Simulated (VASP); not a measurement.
**K: single point with LDA**

Crystal: K.

```
CELL_PARAMETERS angstrom
-2.52419 2.52419 2.52419
2.52419 -2.52419 2.52419
2.52419 2.52419 -2.52419
ATOMIC_POSITIONS crystal
K 0.00000 0.00000 0.00000
```

```
Program                : VASP 6.6.1
Task                   : single point
Functional             : LDA
Potentials or basis    : VASP PAW LDA potentials, release 64 (K_sv)
Cutoff                 : 520 eV
k mesh                 : 15 × 15 × 15
Occupations            : fermi-dirac, width 0.1 eV
Spin                   : no spin polarisation
Dipole correction      : no
Further INCAR settings : ALGO = Normal; EDIFF = 1e-06; NBANDS = 10
```

| Quantity | Value |
| --- | --- |
| Pressure | 0.0 GPa |

Levels at points of the mesh, in eV from the Fermi level:
```
           k point  band 1  band 2  band 3  band 4  band 5  band 6  band 7  band 8
(0.00, 0.00, 0.00)  -31.75  -15.42  -15.42  -15.42   -2.37    4.27    4.27    4.27
```

Run time: 110 s on 1 thread of AMD EPYC 7R13, with other jobs on the host, peak memory 0.18 GiB.
